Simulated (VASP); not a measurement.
Set up this calculation in VASP 6.6.1, as the native input.

```
Task                   : single point
Functional             : PBE
Dispersion             : D3(BJ)
Potentials or basis    : VASP PAW PBE potentials, release 64 (Be)
Cutoff                 : 520 eV
k mesh                 : 24 × 24 × 12
Occupations            : gaussian, width 0.15 eV
Spin                   : no spin polarisation
Dipole correction      : no
Further INCAR settings : ALGO = Fast; EDIFF = 1e-06; NBANDS = 9
```

The structure of Be lies in POSCAR:

```
Be
1.0
    2.2141966284      0.0000000000      0.0000000000
   -1.1070983142      1.9175505292      0.0000000000
    0.0000000000      0.0000000000      3.5001053904
Be
2
Direct
    0.2793944392      0.6425212795      0.2500000000
    0.7206055608      0.3574787205      0.7500000000
```

This cell differs from its parent crystal: atoms displaced along several vibrational modes.

These files were run (other wordings do the same):

INCAR

```
PREC = Accurate
ENCUT = 520
EDIFF = 1E-6
ISMEAR = 0
SIGMA = 0.15
LREAL = False
LASPH = True
NELM = 100
ALGO = Fast
ISIF = 2
LWAVE = False
LCHARG = True
GGA = PE
IVDW = 12
LELF = True
LVHAR = True
NBANDS = 9
```

KPOINTS

```
Automatic mesh
0
Gamma
  24 24 12
```

Potentials or basis: VASP PAW PBE potentials, release 64 (Be).

Run with:

```console
$ cat potpaw_PBE.64/Be/POTCAR > POTCAR
$ mpirun -np 1 vasp_std > vasp.out
```

It gave:

| Property | Result |
| --- | --- |
| Pressure | 1.3 GPa |
| Largest force | 0.968 eV/Å |
| Band gap on the k mesh | zero (bands 2 and 3 overlap by 2.13 eV) |
| Dispersion energy per atom | -0.379 eV |

Caveat: the cell differs from its parent crystal (atoms displaced along several vibrational modes); the stress differs along the axes, from -2 to 4 GPa.

It took 52 s on 1 thread of Intel(R) Xeon(R) 6975P-C (Granite Rapids), on a shared host, peak memory 0.33 GiB.
